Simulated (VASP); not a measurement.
Al, 2 atoms in the cell. Symmetry: C2/c, No. 15, monoclinic system. Conventional cell: a = 2.817 Å, b = 8.798 Å, c = 2.897 Å, α = 90.00°, β = 90.61°, γ = 90.00°. Al (site symmetry 2) has 10 Al at 2.79 to 2.90 Å within 3.7 Å. 

- Program: VASP 6.6.1
- Task: single point
- Functional: revPBE
- Potentials or basis: VASP PAW PBE potentials, release 64 (Al)
- Cutoff: 520 eV
- k mesh: 26 × 26 × 18
- Occupations: fermi-dirac, width 0.1 eV
- Spin: no spin polarisation
- Dipole correction: no
- Further INCAR settings: ALGO = Normal; EDIFF = 1e-06; NBANDS = 10

Potentials or basis: VASP PAW PBE potentials, release 64 (Al).

The run is started by

```console
$ cat potpaw_PBE.64/Al/POTCAR > POTCAR
$ mpirun -np 1 vasp_std > vasp.out
```

Hardware: 1 thread of Intel(R) Xeon(R) 6975P-C (Granite Rapids), with other jobs on the host.

How long does it take, and how much memory?

Wall time 7.3 min on 1 thread of Intel(R) Xeon(R) 6975P-C (Granite Rapids), on a shared host, peak memory 0.95 GiB. Counts: scf iterations 10, k points 3174.
